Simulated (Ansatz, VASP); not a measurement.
HfBi3O in VASP and in Ansatz

```
CELL_PARAMETERS angstrom
4.91602 0.00000 0.00000
0.00000 4.91602 0.00000
0.00000 0.00000 4.91602
ATOMIC_POSITIONS crystal
Hf 0.00000 0.00000 0.00000
Bi 0.50000 0.00000 0.50000
Bi 0.50000 0.50000 0.00000
Bi 0.00000 0.50000 0.50000
O 0.50000 0.50000 0.50000
```

Change from the starting cell: species swapped into the Pr3InO type (Pm-3m, No. 221).

Alike in both runs: functional PBE; k mesh 8 × 8 × 8; occupations gaussian, width 0.1 eV; no spin polarisation.

Ansatz relaxed the structure, and its values are those at the end. VASP's run is a single point on that final structure, the one shown.

|  | VASP | Ansatz |
| --- | --- | --- |
| version | VASP 6.6.1 | Ansatz 0.2.0 |
| potentials or method | VASP PAW PBE potentials, release 64 (Hf_pv, Bi_d, O), cutoff 520 eV | scalar-relativistic, plane waves, PAW |
| valence electrons in the cell | 61 | 77 |

Ansatz gave:

```
gap on the k mesh at the Fermi level (eV) : none
pressure (GPa)                            : 0.0
```

Task: What did VASP give for the same quantities?

Result: gap on the k mesh at the Fermi level (eV): none; pressure (GPa): -0.2.

A gap of «none» marks a metal or a gap that the smearing closes. The functional is the same, so the differences come from potentials, cutoffs and numerics. VASP's potentials hold 61 valence electrons a cell and Ansatz's 77, so a difference there can come from the potentials and not from the codes.

Spin-orbit coupling is off throughout.
